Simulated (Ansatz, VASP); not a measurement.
**BRu4: VASP beside Ansatz**

```
CELL_PARAMETERS angstrom
-2.59127 2.59127 2.59127
2.59127 -2.59127 2.59127
2.59127 2.59127 -2.59127
ATOMIC_POSITIONS crystal
B 0.00000 0.00000 0.00000
Ru 0.50000 0.50000 0.50000
Ru 0.50000 0.00000 0.00000
Ru 0.00000 0.00000 0.50000
Ru 0.00000 0.50000 0.00000
```

Change from the starting cell: species swapped into the Hg4Pt type (Im-3m, No. 229).

Alike in both runs: functional PBE; k mesh 10 × 10 × 10; occupations gaussian, width 0.1 eV; no spin polarisation.

Ansatz relaxed the structure, and its values are those at the end. VASP's run is a single point on that final structure, the one shown.

```csv
,VASP,Ansatz
version,VASP 6.6.1,Ansatz 0.2.0
potentials or method,"VASP PAW PBE potentials, release 64 (B, Ru_pv), cutoff 520 eV","scalar-relativistic, plane waves, PAW"
valence electrons in the cell,59,67
```

Ansatz gave:

- gap on the k mesh at the Fermi level (eV): none
- pressure (GPa): 0.0

Problem. Estimate VASP's values.

Solution. gap on the k mesh at the Fermi level (eV): none; pressure (GPa): -0.1.

A gap of «none» marks a metal or a gap that the smearing closes. VASP's potentials hold 59 valence electrons a cell and Ansatz's 67, so a difference there can come from the potentials and not from the codes.
